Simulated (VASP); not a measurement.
Runs of VASP 6.6.1 on Li2HfN2. The structure is that of space group P-3m1 (No. 164), or close to it. The cells are those of the table. 

| cell | gap on the mesh (eV) | largest force (eV/Å) |
| --- | --- | --- |
| a = 3.237, b = 3.237, c = 5.424 Å, angles 88.5, 90.0, 120.0°, 5 atoms | (a) | 0.27 |
| a = 3.237, b = 3.237, c = 5.424 Å, angles 89.0, 90.0, 120.0°, 5 atoms | (b) | 0.22 |
| a = 3.237, b = 3.237, c = 5.424 Å, angles 91.0, 90.0, 120.0°, 5 atoms | 1.75 | 0.22 |
| a = 3.237, b = 3.237, c = 5.424 Å, angles 91.5, 90.0, 120.0°, 5 atoms | 1.71 | 0.28 |
| a = 3.237, b = 3.237, c = 5.424 Å, angles 89.5, 90.0, 120.0°, 5 atoms | 1.81 | 0.18 |

Alike in all rows: task single point; level LDA; potentials or basis VASP PAW LDA potentials, release 64 (Li_sv, Hf_pv, N); no spin polarisation; k mesh 9 × 9 × 6; cutoff (eV) 520; smearing gaussian 0.05 eV.

Problem. Estimate the missing entries.

Solution. (a) 1.76; (b) 1.79.

Caveats: spin-orbit coupling is left out, which moves the levels of the heavy elements; an odd mesh through Γ misses points on the zone boundary, where band edges can lie.

A k mesh can miss the band edges, and the runs leave out spin-orbit coupling on Hf.
